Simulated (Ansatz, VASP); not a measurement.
**Two plane-wave programs on Sr3Zn2H**

```
Sr Zn H
1.0
     6.18227    0.00000    0.00000
     0.00000    6.18227    0.00000
     0.00000    0.00000    3.86400
Sr Zn H
3 2 1
Direct
  0.00000 0.50000 0.00000
  0.50000 0.00000 0.00000
  0.00000 0.00000 0.00000
  0.50000 0.50000 0.50000
  0.50000 0.50000 0.00000
  0.00000 0.00000 0.50000
```

Alike in both runs: task relaxation of cell and atoms; functional PBE; k mesh 4 × 4 × 4; occupations gaussian, width 0.1 eV; no spin polarisation.

|  | VASP | Ansatz |
| --- | --- | --- |
| version | VASP 6.6.1 | Ansatz 0.2.0 |
| potentials or method | VASP PAW PBE potentials, release 64 (Sr_sv, Zn, H), cutoff 600 eV | scalar-relativistic, plane waves, PAW |
| valence electrons in the cell | 55 | 55 |

|  | VASP | Ansatz | Ansatz less VASP |
| --- | --- | --- | --- |
| gap on the k mesh at the Fermi level, each at its own relaxed structure (eV) | none | none | - |
| relaxed volume (Å³/atom) | 38.91 | 38.30 | -0.614 |
| relaxed cell length with the largest relative difference (Å) | 7.106 | 7.062 | -0.0439 |

A gap of «none» marks a metal or a gap that the smearing closes.

The k mesh is coarse, so the values compare programs but aren't converged. Noted on VASP's run: the volume moved by over 15 % at a fixed basis, so the end points are rough.
